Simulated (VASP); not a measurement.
# ZrInS3 (Pm-3m) in VASP: notebook

ZrInS3 is run at these levels: PBE; tasks: relaxation of cell and atoms, single point.

All numbers are computed with VASP 6.6.1; they aren't measurements. Logs are shortened: lines on timing, memory, paths and dates and some standing lists are left out, and cuts for length are marked.

### Step 1. The cell of the first run

The structure is cubic, space group Pm-3m (No. 221). Conventional cell: a = 5.189 Å, b = 5.189 Å, c = 5.189 Å, α = 90.00°, β = 90.00°, γ = 90.00°. Within 4.8 Å of Zr (site symmetry m-3m) lie 12 S at 3.67 Å and 8 In at 4.49 Å. Within 3.4 Å of In (site symmetry m-3m) lie 6 S at 2.59 Å. Within 3.4 Å of S (site symmetry 4/mmm) lie 2 In at 2.59 Å.

The cell was generated, and may not be a known phase.

### Step 2. Relaxation of cell and atoms, PBE

File INCAR:

```
ALGO = Normal
EDIFF = 1E-6
EDIFFG = -0.04
ENCUT = 600
GGA = PE
IBRION = 2
ISIF = 3
ISMEAR = 0
LASPH = True
LCHARG = False
LREAL = False
LWAVE = False
NELM = 80
NSW = 90
PREC = Accurate
SIGMA = 0.1
```

File KPOINTS:

```
k-points
0
Gamma
  4 4 4
```

File POSCAR:

```
ZrInS3
1.0
    5.1885244900      0.0000000000      0.0000000000
    0.0000000000      5.1885244900      0.0000000000
    0.0000000000      0.0000000000      5.1885244900
Zr In S
1 1 3
Direct
    0.5000000000      0.5000000000      0.5000000000
    0.0000000000      0.0000000000      0.0000000000
    0.5000000000      0.0000000000      0.0000000000
    0.0000000000      0.5000000000      0.0000000000
    0.0000000000      0.0000000000      0.5000000000
```

Potentials or basis: VASP PAW PBE potentials, release 64 (Zr_sv, In_d, S).

Started as:

```
cat potpaw_PBE.64/Zr_sv/POTCAR potpaw_PBE.64/In_d/POTCAR potpaw_PBE.64/S/POTCAR > POTCAR
mpirun -np 1 vasp_std > vasp.out
```

OUTCAR:

```text
EDIFF = 1E-6
   EDIFFG = -0.04
   ENCUT = 600
   GGA = PE
   IBRION = 2
   ISIF = 3
   ISMEAR = 0
   LASPH = True
   LREAL = False
   NELM = 80
   NSW = 90
   PREC = Accurate

 ion  position               nearest neighbor table
   1  0.500  0.500  0.500-
   2  0.000  0.000  0.000-   3 2.59   4 2.59   5 2.59   5 2.59   4 2.59   3 2.59
   3  0.500  0.000  0.000-   2 2.59   2 2.59
   4  0.000  0.500  0.000-   2 2.59   2 2.59
   5  0.000  0.000  0.500-   2 2.59   2 2.59

  LATTYP: Found a simple cubic cell.
 ALAT       =     5.1885244900

  Lattice vectors:

 A1 = (   5.1885244900,   0.0000000000,   0.0000000000)
 A2 = (   0.0000000000,   5.1885244900,   0.0000000000)
 A3 = (   0.0000000000,   0.0000000000,   5.1885244900)

Analysis of symmetry for initial positions (statically):
=====================================================================
 Subroutine PRICEL returns:
 Original cell was already a primitive cell.

 Routine SETGRP: Setting up the symmetry group for a
 simple cubic supercell.

 Subroutine GETGRP returns: Found 48 space group operations
 (whereof 48 operations were pure point group operations)
 out of a pool of 48 trial point group operations.

The static configuration has the point symmetry O_h .

Analysis of symmetry for dynamics (positions and initial velocities):
=====================================================================
 Subroutine PRICEL returns:
 Original cell was already a primitive cell.

 Routine SETGRP: Setting up the symmetry group for a
 simple cubic supercell.

 Subroutine GETGRP returns: Found 48 space group operations
 (whereof 48 operations were pure point group operations)
 out of a pool of 48 trial point group operations.

The dynamic configuration has the point symmetry O_h .

 Subroutine INISYM returns: Found 48 space group operations
 (whereof 48 operations are pure point group operations),
 and found     1 'primitive' translations

----------------------------------------------------------------------------------------

                                     Primitive cell

  volume of cell :     139.6792

  direct lattice vectors                    reciprocal lattice vectors
     5.188524490  0.000000000  0.000000000     0.192733021  0.000000000  0.000000000
     0.000000000  5.188524490  0.000000000     0.000000000  0.192733021  0.000000000
     0.000000000  0.000000000  5.188524490     0.000000000  0.000000000  0.192733021

  length of vectors
     5.188524490  5.188524490  5.188524490     0.192733021  0.192733021  0.192733021

  position of ions in fractional coordinates (direct lattice)
     0.500000000  0.500000000  0.500000000
     0.000000000  0.000000000  0.000000000
     0.500000000  0.000000000  0.000000000
     0.000000000  0.500000000  0.000000000
     0.000000000  0.000000000  0.500000000

  ion indices of the primitive-cell ions
   primitive index   ion index
                 1           1
                 2           2
                 3           3
                 4           4
                 5           5

----------------------------------------------------------------------------------------

 KPOINTS: k-points

Automatic generation of k-mesh.
 Grid dimensions read from file:
 generate k-points for:    4    4    4

 Generating k-lattice:

  Cartesian coordinates                     Fractional coordinates (reciprocal lattice)
     0.048183255  0.000000000  0.000000000     0.250000000  0.000000000  0.000000000
     0.000000000  0.048183255  0.000000000     0.000000000  0.250000000  0.000000000
     0.000000000  0.000000000  0.048183255     0.000000000  0.000000000  0.250000000

  Length of vectors
     0.048183255  0.048183255  0.048183255

  Shift w.r.t. Gamma in fractional coordinates (k-lattice)
     0.000000000  0.000000000  0.000000000

 Subroutine IBZKPT returns following result:
 ===========================================

 Found     10 irreducible k-points:

 Following reciprocal coordinates:
            Coordinates               Weight
  0.000000  0.000000  0.000000      1.000000
  0.250000  0.000000  0.000000      6.000000
  0.500000  0.000000  0.000000      3.000000
  0.250000  0.250000  0.000000     12.000000
  0.500000  0.250000  0.000000     12.000000
  0.500000  0.500000  0.000000      3.000000
  0.250000  0.250000  0.250000      8.000000
  0.500000  0.250000  0.250000     12.000000
  0.500000  0.500000  0.250000      6.000000
  0.500000  0.500000  0.500000      1.000000
   k-points           NKPTS =     10   k-points in BZ     NKDIM =     10   number of bands    NBANDS=     25
   number of dos      NEDOS =    301   number of ions     NIONS =      5
   total plane-waves  NPLWV =  74088
   dimension x,y,z NGX =    42 NGY =   42 NGZ =   42
   dimension x,y,z NGXF=    84 NGYF=   84 NGZF=   84
   ions per type =               1   1   3
   NGX,Y,Z   is equivalent  to a cutoff of  13.46, 13.46, 13.46 a.u.
   NGXF,Y,Z  is equivalent  to a cutoff of  26.91, 26.91, 26.91 a.u.
 SYSTEM =  unknown system
   PREC   = accura    normal or accurate (medium, high low for compatibility)
   ISTART =      0    job   : 0-new  1-cont  2-samecut
   ICHARG =      2    charge: 1-file 2-atom 10-const
   ISPIN  =      1    spin polarized calculation?
   LNONCOLLINEAR =      F non collinear calculations
   LSORBIT =      F    spin-orbit coupling
   LASPH  =      T    aspherical Exc in radial PAW
   ENCUT  =  600.0 eV  44.10 Ry    6.64 a.u.  10.36 10.36 10.36*2*pi/ulx,y,z
   NELM   =     80;   NELMIN=  2; NELMDL= -5     # of ELM steps
   EDIFF  = 0.1E-05   stopping-criterion for ELM
   LREAL  =      F    real-space projection
   EDIFFG = -.4E-01   stopping-criterion for IOM
   NSW    =     90    number of steps for IOM
   IBRION =      2    ionic relax: 0-MD 1-quasi-New 2-CG
   NFREE  =      1    steps in history (QN), initial steepest desc. (CG)
   ISIF   =      3    stress and relaxation
   ISYM   =      2    0-nonsym 1-usesym 2-fastsym
   POTIM  = 0.5000    time-step for ionic-motion
   TEBEG  =    0.0;   TEEND  =   0.0 temperature during run
   PSTRESS=    0.0 pullay stress
   NELECT =      43.0000    total number of electrons
   NUPDOWN=      -1.0000    fix difference up-down
   EMIN   =  10.00;   EMAX   =-10.00  energy-range for DOS
   EFERMI =   0.00;   METHOD = LEGACY
   ISMEAR =     0;   SIGMA  =   0.10  broadening in eV -4-tet -1-fermi 0-gaus
   EFERMI_NEDOS =   21; number of points for ismear=-14 and -15
   IALGO  =     38    algorithm
   IMIX   =      4    mixing-type and parameters
     AMIX     =   0.40;   BMIX     =  1.00
     AMIX_MAG =   1.60;   BMIX_MAG =  1.00
  volume/ion in A,a.u.               =      27.94       188.52
  Fermi-wavevector in a.u.,A,eV,Ry     =   1.105403  2.088908 16.625159  1.221915
  Thomas-Fermi vector in A             =   2.241889
   LORBIT       =      0    0 simple, 1 ext, 2 COOP (PROOUT), +10 PAW based schemes
   GGA     = PE    functional components
   LHFCALC =     F    Hartree Fock is set to
   AEXX    =    0.0000 exact exchange contribution
   IVDW    =     0    specifies the selected vdW correction
   LEPSILON=     F    determine dielectric tensor
   LRPA    =     F    only Hartree local field effects (RPA)
 conjugate gradient relaxation of ions
 non-spin polarized calculation
 Gauss-broadening in eV      SIGMA  =   0.10
  energy-cutoff  :      600.00
  volume of cell :      139.68
 maximum number of plane-waves:      4700
 NGX is ok and might be reduce to    42
   NGX = 21   NGY = 21   NGZ = 21

--------------------------------------- Ionic step        1  -------------------------------------------

 number of electron      43.0000005 magnetization

 Free energy of the ion-electron system (eV)
  ---------------------------------------------------
  ext. energy  EPLUGINS =         0.00000000
  ---------------------------------------------------
  free energy    TOTEN  =       -21.81428605 eV

  energy without entropy =      -21.76813175  energy(sigma->0) =      -21.79120890

 E-fermi :   4.1194     XC(G=0):  -8.9915

 val. band max:        4.1177556777   @ k =   0.5000   0.0000   0.0000
 cond. band min:       4.1502120291   @ k =   0.2500   0.2500   0.2500
 fundamental gap:      0.0324563514
 Fermi energy:         4.1194379503

 k-point     1 :       0.0000    0.0000    0.0000
  band No.  band energies     occupation
      1     -47.3879      2.00000
      2     -25.2650      2.00000
      3     -25.2650      2.00000
      4     -25.2650      2.00000
      5     -10.5383      2.00000
      6     -10.5383      2.00000
[... 17 lines left out ...]
     24       3.8826      1.99919
     25       4.0790      1.43216

 k-point     2 :       0.2500    0.0000    0.0000
  band No.  band energies     occupation
      1     -47.3879      2.00000
      2     -25.2656      2.00000
      3     -25.2650      2.00000
      4     -25.2650      2.00000
      5     -10.5375      2.00000
      6     -10.4681      2.00000
[... 302 lines left out ...]
 POSITION                                       TOTAL-FORCE (eV/Angst)
 -----------------------------------------------------------------------------------
      2.40826      2.40826      2.40826        -0.000000     -0.000000      0.000000
      0.00000      0.00000      0.00000         0.000000      0.000000      0.000000
      2.40826     -0.00000      0.00000         0.000000      0.000000      0.000000
      0.00000      2.40826      0.00000         0.000000      0.000000      0.000000
     -0.00000     -0.00000      2.40826         0.000000      0.000000      0.000000
 -----------------------------------------------------------------------------------
    total drift:                                0.000000      0.000000     -0.000000

  FREE ENERGIE OF THE ION-ELECTRON SYSTEM (eV)
  ---------------------------------------------------
  free  energy   TOTEN  =       -22.4868522879 eV

  energy  without entropy=      -22.4614441739  energy(sigma->0) =      -22.47414823

--------------------------------------- Ionic step        3  -------------------------------------------

 number of electron      43.0000008 magnetization

 Free energy of the ion-electron system (eV)
  ---------------------------------------------------
  ext. energy  EPLUGINS =         0.00000000
  ---------------------------------------------------
  free energy    TOTEN  =       -22.53885184 eV

  energy without entropy =      -22.50964274  energy(sigma->0) =      -22.52424729

 E-fermi :   6.0176     XC(G=0):  -9.7799

 val. band max:        5.9863504528   @ k =   0.5000   0.0000   0.0000
 cond. band min:       6.0302107417   @ k =   0.2500   0.2500   0.2500
 fundamental gap:      0.0438602889
 Fermi energy:         6.0176480866

 k-point     1 :       0.0000    0.0000    0.0000
  band No.  band energies     occupation
      1     -45.3771      2.00000
      2     -23.2525      2.00000
      3     -23.2525      2.00000
      4     -23.2525      2.00000
      5      -9.2076      2.00000
      6      -9.2076      2.00000
[... 17 lines left out ...]
     24       5.6658      2.00000
     25       5.9183      1.84006

 k-point     2 :       0.2500    0.0000    0.0000
  band No.  band energies     occupation
      1     -45.3770      2.00000
      2     -23.2543      2.00000
      3     -23.2523      2.00000
      4     -23.2523      2.00000
      5      -9.2052      2.00000
      6      -9.1026      2.00000
[... 254 lines left out ...]
 VOLUME and BASIS-vectors are now :
 -----------------------------------------------------------------------------
  energy-cutoff  :      600.00
  volume of cell :      116.68
      direct lattice vectors                 reciprocal lattice vectors
     4.886522145 -0.000000000  0.000000000     0.204644524 -0.000000000  0.000000000
     0.000000000  4.886522145  0.000000000     0.000000000  0.204644524  0.000000000
    -0.000000000 -0.000000000  4.886522145    -0.000000000 -0.000000000  0.204644524

 POSITION                                       TOTAL-FORCE (eV/Angst)
 -----------------------------------------------------------------------------------
      2.44326      2.44326      2.44326        -0.000000     -0.000000      0.000000
      0.00000      0.00000      0.00000         0.000000     -0.000000      0.000000
      2.44326     -0.00000      0.00000         0.000000     -0.000000      0.000000
      0.00000      2.44326      0.00000         0.000000     -0.000000      0.000000
     -0.00000     -0.00000      2.44326         0.000000      0.000000      0.000000
 -----------------------------------------------------------------------------------
    total drift:                                0.000000      0.000000     -0.000000

  FREE ENERGIE OF THE ION-ELECTRON SYSTEM (eV)
  ---------------------------------------------------
  free  energy   TOTEN  =       -22.5388518418 eV

  energy  without entropy=      -22.5096427379  energy(sigma->0) =      -22.52424729

 reached required accuracy - stopping structural energy minimisation
```

Wall time 87 s (1 thread of Intel Xeon 6975P-C (Granite Rapids), shared host); peak memory 0.29 GiB.

Results:

| Item | Value |
| --- | --- |
| Free energy | -22.5389 eV |
| Relaxed volume | 23.34 Å³/atom |
| Relaxed cell | a = 4.887 Å, b = 4.887 Å, c = 4.887 Å, α = 90.00°, β = 90.00°, γ = 90.00° |
| Space group after relaxing (to 0.1 Å) | Pm-3m (No. 221) |
| Energy gained by relaxing | 144.9 meV/atom |
| Ionic steps | 3 |
| Pressure after relaxing | 0.0 GPa |

Step by step:
```csv
step,energy change (eV),largest force (eV/Å),pressure (GPa),volume (Å³)
1,0.0000,0.0000,-8.52,139.68
2,-0.6726,0.0000,3.48,111.74
3,-0.7246,0.0000,0.03,116.68
```

Final structure:
```
Zr In S
1.0
     4.88652    0.00000    0.00000
     0.00000    4.88652    0.00000
     0.00000    0.00000    4.88652
Zr In S
1 1 3
Direct
  0.50000 0.50000 0.50000
  0.00000 0.00000 0.00000
  0.50000 0.00000 0.00000
  0.00000 0.50000 0.00000
  0.00000 0.00000 0.50000
```

Levels at points of the mesh, in eV from the Fermi level:
```tsv
k point	band 19	band 20	band 21	band 22	band 23	band 24
(0.00, 0.00, 0.00)	-1.41	-1.41	-1.41	-1.37	-0.35	-0.35
(0.50, 0.00, 0.00)	-2.40	-1.91	-1.91	-0.03	0.18	1.07
(0.50, 0.50, 0.00)	-2.76	-0.88	-0.62	0.16	0.24	1.02
(0.50, 0.50, 0.50)	-0.44	-0.44	-0.44	0.11	0.11	0.11
```

Caveat: the volume moved by over 15 % at a fixed basis, so the end points are rough; the highest band is partly filled, so the run has too few bands; spin-orbit coupling is left out, which moves the levels of the heavy elements.

### Step 3. Single point, PBE, collinear spin

This run uses another cell than the first one, of 23.35 Å³/atom.

File INCAR:

```
SYSTEM = ZrInS3
PREC = Accurate
ENCUT = 520
EDIFF = 1E-6
ISMEAR = 0
SIGMA = 0.1
LREAL = .False.
LASPH = .True.
NELM = 150
ALGO = Normal
ISIF = 2
LWAVE = .False.
LCHARG = .False.
ISPIN = 2
MAGMOM = 1 0 0 0 0
LORBIT = 11
LMAXMIX = 4
GGA = PE
NBANDS = 34
```

File KPOINTS:

```
regular mesh
0
Gamma
  4 4 4
  0 0 0
```

Edit POSCAR of step 2 so:

```diff
@@ -2,5 +2,5 @@
 1.0
-    5.1885244900      0.0000000000      0.0000000000
-    0.0000000000      5.1885244900      0.0000000000
-    0.0000000000      0.0000000000      5.1885244900
+    4.8877542145      0.0000000000      0.0000000000
+    0.0000000000      4.8877542145      0.0000000000
+    0.0000000000      0.0000000000      4.8877542145
 Zr In S
```

Potentials or basis: VASP PAW PBE potentials, release 64 (Zr_sv, In_d, S).

Started as:

```
cat potpaw_PBE.64/Zr_sv/POTCAR potpaw_PBE.64/In_d/POTCAR potpaw_PBE.64/S/POTCAR > POTCAR
mpirun -np 1 vasp_std > vasp.out
```

Run time: 36 s. Hardware: 1 thread of Intel Xeon 6975P-C (Granite Rapids), shared host; peak memory 0.27 GiB.

The run converged. Its results:

| Property | Result |
| --- | --- |
| Free energy | -22.6384 eV |
| Pressure | 0.4 GPa |
| Band gap on the k mesh | zero (filled and empty bands overlap) |
| Net moment | 0.97 μB per cell |
| Site moments | Zr +0.88; In +0.02; S -0.08 μB |
| Valence electrons inside the program's atomic spheres | Zr 9.37; In 11.59; S 3.72 |

Levels at points of the mesh, in eV from the Fermi level:
Spin up:
| k point | band 20 | band 21 | band 22 | band 23 | band 24 | band 25 |
| --- | --- | --- | --- | --- | --- | --- |
| (0.00, 0.00, 0.00) | -1.25 | -1.25 | -1.25 | -0.49 | -0.49 | -0.24 |
| (0.50, 0.00, 0.00) | -1.80 | -1.80 | -0.18 | 0.02 | 1.02 | 1.16 |
| (0.50, 0.50, 0.00) | -0.79 | -0.49 | 0.02 | 0.09 | 0.98 | 1.19 |
| (0.50, 0.50, 0.50) | -0.23 | -0.23 | -0.03 | -0.03 | -0.03 | 0.20 |
Spin down:
```
           k point  band 18  band 19  band 20  band 21  band 22  band 23  band 24  band 25
(0.00, 0.00, 0.00)    -1.66    -1.31    -1.31    -1.31    -1.17     0.30     0.30     0.57
(0.50, 0.00, 0.00)    -2.30    -2.30    -1.73    -1.73     0.65     0.87     1.64     1.83
(0.50, 0.50, 0.00)    -2.64    -2.64    -0.68    -0.53     0.85     0.93     1.62     1.87
(0.50, 0.50, 0.50)    -0.49    -0.37    -0.37    -0.37     0.79     0.79     0.79     0.86
```

Caveat: spin-orbit coupling is left out, which moves the levels of the heavy elements.

### Step 4. Single point, PBE, collinear spin

This run uses another cell than the first one, of 23.53 Å³/atom.

File INCAR:

```
ALGO = Normal
EDIFF = 1E-6
ENCUT = 520
GGA = PE
ISIF = 2
ISMEAR = 0
ISPIN = 2
LASPH = T
LCHARG = F
LMAXMIX = 4
LORBIT = 11
LREAL = F
LWAVE = F
MAGMOM = 1.11 0 0 0 0
NBANDS = 34
NELM = 150
PREC = Accurate
SIGMA = 0.1
```

File KPOINTS:

```
k-points
0
Gamma
  8 8 8
```

Edit POSCAR of step 3 so:

```diff
@@ -2,5 +2,5 @@
 1.0
-    4.8877542145      0.0000000000      0.0000000000
-    0.0000000000      4.8877542145      0.0000000000
-    0.0000000000      0.0000000000      4.8877542145
+    4.9002289682      0.0000000000      0.0000000000
+    0.0000000000      4.9002289682      0.0000000000
+    0.0000000000      0.0000000000      4.9002289682
 Zr In S
```

Started as:

```
cat potpaw_PBE.64/Zr_sv/POTCAR potpaw_PBE.64/In_d/POTCAR potpaw_PBE.64/S/POTCAR > POTCAR
mpirun -np 1 vasp_std > vasp.out
```

Run time: 98 s. Hardware: 1 thread of Intel Xeon 6975P-C (Granite Rapids), shared host; peak memory 0.38 GiB.

It converged, with:

- Free energy: -22.6300 eV
- Pressure: -0.1 GPa
- Net moment: 0.89 μB per cell
- Site moments: Zr +0.85; In +0.01; S -0.08 μB
- Valence electrons inside the program's atomic spheres: Zr 9.36; In 11.58; S 3.72

Levels at points of the mesh, in eV from the Fermi level:
Spin up:
| k point | band 18 | band 19 | band 20 | band 21 | band 22 | band 23 | band 24 | band 25 | band 26 | band 27 |
| --- | --- | --- | --- | --- | --- | --- | --- | --- | --- | --- |
| (0.00, 0.00, 0.00) | -1.52 | -1.32 | -1.23 | -1.23 | -1.23 | -0.56 | -0.56 | -0.20 | -0.20 | -0.20 |
| (0.50, 0.00, 0.00) | -2.19 | -2.19 | -1.77 | -1.77 | -0.14 | -0.06 | 0.94 | 1.18 | 1.18 | 2.73 |
| (0.50, 0.50, 0.00) | -2.57 | -2.57 | -0.82 | -0.48 | 0.02 | 0.05 | 0.90 | 1.20 | 1.20 | 3.16 |
| (0.50, 0.50, 0.50) | -0.44 | -0.23 | -0.23 | -0.23 | 0.00 | 0.00 | 0.00 | 0.11 | 0.11 | 0.25 |
Spin down:
```tsv
k point	band 17	band 18	band 19	band 20	band 21	band 22	band 23	band 24	band 25	band 26
(0.00, 0.00, 0.00)	-1.65	-1.65	-1.30	-1.30	-1.30	-1.16	0.32	0.32	0.49	0.49
(0.50, 0.00, 0.00)	-2.61	-2.27	-2.27	-1.72	-1.72	0.57	0.88	1.64	1.74	1.74
(0.50, 0.50, 0.00)	-2.62	-2.62	-2.62	-0.67	-0.52	0.76	0.94	1.62	1.78	1.78
(0.50, 0.50, 0.50)	-0.49	-0.49	-0.37	-0.37	-0.37	0.70	0.70	0.70	0.83	1.10
```

Caveat: spin-orbit coupling is left out, which moves the levels of the heavy elements.

### Step 5. The runs side by side

```tsv
task	spin	cell	k mesh	cutoff (eV)	gap on the mesh (eV)	pressure (GPa)	moment (μB)
relaxation of cell and atoms	off	relaxed from a = 5.189 Å, 5 atoms	4 × 4 × 4	600	-	0.0	-
single point	collinear	a = 4.888 Å, 5 atoms	4 × 4 × 4	520	none	0.4	0.97
single point	collinear	a = 4.900 Å, 5 atoms	8 × 8 × 8	520	none	-0.1	0.89
```

Alike in all rows: level PBE; potentials or basis VASP PAW PBE potentials, release 64 (Zr_sv, In_d, S); smearing gaussian 0.1 eV.

Caveats: spin-orbit coupling is left out, which moves the levels of the heavy elements; the volume moved by over 15 % at a fixed basis, so the end points are rough (at least some runs); the highest band is partly filled, so the run has too few bands (at least some runs).

Absolute energies hang on the potentials; compare differences alone.

The gap in the log of VASP goes by the Fermi energy; the results here count the filled bands.